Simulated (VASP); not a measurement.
Wanted: the native input for a VASP 6.6.1 run.

```yaml
Task: single point
Functional: PBEsol
Potentials_or_basis: VASP PAW PBE potentials, release 64 (Si, Ni)
Cutoff: 520 eV
k_mesh: 12 × 12 × 10
Occupations: gaussian, width 0.15 eV
Spin: no spin polarisation
Dipole_correction: no
Further_INCAR_settings: ALGO = Fast; EDIFF = 1e-06; NBANDS = 33
```

The structure of SiNi2 lies in POSCAR:

```
SiNi2
1.0
    3.8684636537      0.0000000000      0.0000000000
   -1.9342318269      3.3501877977      0.0000000000
    0.0000000000      0.0000000000      4.9169852589
Si Ni
2 4
Direct
    0.3333333333      0.6666666667      0.7500000000
    0.6666666667      0.3333333333      0.2500000000
    0.0000000000      0.0000000000     -0.0127110408
    0.0000000000      0.0000000000      0.4872889592
    0.3333333333      0.6666666667      0.2372889592
    0.6666666667      0.3333333333      0.7372889592
```

This cell differs from its parent crystal: all Ni atoms moved +0.062 Å, as atom 3 towards its neighbour atom 4 (Ni) at 2.458 Å.

These files were run (other wordings do the same):

INCAR

```
SYSTEM = SiNi2
PREC = Accurate
ENCUT = 520
EDIFF = 1E-6
ISMEAR = 0
SIGMA = 0.15
LREAL = .FALSE.
LASPH = .TRUE.
NELM = 80
ALGO = Fast
ISIF = 2
LWAVE = .FALSE.
LCHARG = .FALSE.
GGA = PS
NBANDS = 33
```

KPOINTS

```
regular mesh
0
G
  12 12 10
  0 0 0
```

Potentials or basis: VASP PAW PBE potentials, release 64 (Si, Ni).

Run with:

```console
$ cat potpaw_PBE.64/Si/POTCAR potpaw_PBE.64/Ni/POTCAR > POTCAR
$ mpirun -np 1 vasp_std > vasp.out
```

It gave:

```
Pressure               : 0.5 GPa
Largest force          : 0.175 eV/Å
Band gap on the k mesh : zero (bands 24 and 25 overlap by 3.39 eV)
```

Caveat: the cell differs from its parent crystal (all Ni atoms moved +0.062 Å, as atom 3 towards its neighbour atom 4 (Ni) at 2.458 Å); the PAW data sets were made with another functional, which shifts forces and pressure a little.

Run time: 2.2 min on 1 thread of Intel(R) Xeon(R) 6975P-C (Granite Rapids) (shared host), peak memory 0.31 GiB.
